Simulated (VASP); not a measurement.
Set up this calculation in VASP 6.6.1, as the native input.

* Task: single point
* Functional: PBE
* Potentials or basis: VASP PAW PBE potentials, release 64 (C)
* Cutoff: 520 eV
* k mesh: 12 × 12 × 2
* Occupations: gaussian, width 0.05 eV
* Spin: no spin polarisation
* Dipole correction: no
* Further INCAR settings: ALGO = Normal; EDIFF = 1e-07; NBANDS = 36

The structure of C lies in POSCAR:

```
C
1.0
    2.6088000000      0.0000000000      0.0000000000
   -1.3044000000      2.2592870734      0.0000000000
    0.0000000000      0.0000000000     12.2737000000
C
12
Direct
    0.0000000000      0.0000000000      0.1868593266
    0.0000000000      0.0000000000      0.6868593266
    0.0000000000      0.0000000000      0.3131406734
    0.0000000000      0.0000000000      0.8131406734
    0.3333333333      0.6666666667      0.5207665411
    0.6666666667      0.3333333333      0.0207665411
    0.3333333333      0.6666666667      0.9792334589
    0.6666666667      0.3333333333      0.4792334589
    0.3333333333      0.6666666667      0.6450950823
    0.6666666667      0.3333333333      0.1450950823
    0.3333333333      0.6666666667      0.8549049177
    0.6666666667      0.3333333333      0.3549049177
```

The input as run:

INCAR

```
SYSTEM = C
  PREC = Accurate
  ENCUT = 520
  EDIFF = 1E-7
  ISMEAR = 0
  SIGMA = 0.05
  LREAL = .FALSE.
  LASPH = .TRUE.
  NELM = 60
  ALGO = Normal
  ISIF = 2
  LWAVE = .FALSE.
  LCHARG = .FALSE.
  GGA = PE
  NBANDS = 36
```

KPOINTS

```
regular mesh
0
G
  12 12 2
  0 0 0
```

Potentials or basis: VASP PAW PBE potentials, release 64 (C).

Launch:

```bash
$ cat potpaw_PBE.64/C/POTCAR > POTCAR
$ mpirun -np 1 vasp_std > vasp.out
```

It gave:

```
Pressure               : -20.3 GPa
Largest force          : 0.147 eV/Å
Band gap on the k mesh : 3.86 eV, indirect (least direct gap 4.73 eV)
```

Run time: 88 s on 1 thread of Intel(R) Xeon(R) 6975P-C (Granite Rapids) (shared host), peak memory 0.21 GiB.
